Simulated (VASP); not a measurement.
Here is a VASP 6.6.1 calculation.

The input INCAR:

```
SYSTEM = WC
PREC = Accurate
ENCUT = 520
EDIFF = 1E-6
ISMEAR = 0
SIGMA = 0.15
LREAL = .FALSE.
LASPH = .TRUE.
NELM = 80
ALGO = Normal
ISIF = 2
LWAVE = .FALSE.
LCHARG = .FALSE.
GGA = PS
NBANDS = 16
```

File KPOINTS:

```
regular mesh
0
G
  20 20 20
  0 0 0
```

The input POSCAR:

```
WC
1.0
    0.0000000000      1.9154859077      2.8732288616
    1.9154859077      0.0000000000      2.8732288616
    1.9154859077      1.9154859077      0.0000000000
W C
1 1
Direct
    0.0000000000      0.0000000000      0.0000000000
    0.5000000000      0.5000000000      0.5000000000
```

Potentials or basis: VASP PAW PBE potentials, release 64 (W_sv, C).

Run with:

```bash
$ cat potpaw_PBE.64/W_sv/POTCAR potpaw_PBE.64/C/POTCAR > POTCAR
$ mpirun -np 1 vasp_std > vasp.out
```

**Question.** What does it give for the band gap on the k mesh?

**Answer.** Zero (bands 9 and 10 overlap by 4.11 eV).

**Question.** What does it give for the pressure?

**Answer.** 93.5 GPa.

Stress tensor (GPa, compression positive):
```
146.80   0.00   0.00
  0.00 146.80   0.00
  0.00   0.00 -13.08
```

Caveat: the cell stands under pressure; the PAW data sets were made with another functional, which shifts forces and pressure a little; spin-orbit coupling is left out, which moves the levels of the heavy elements.
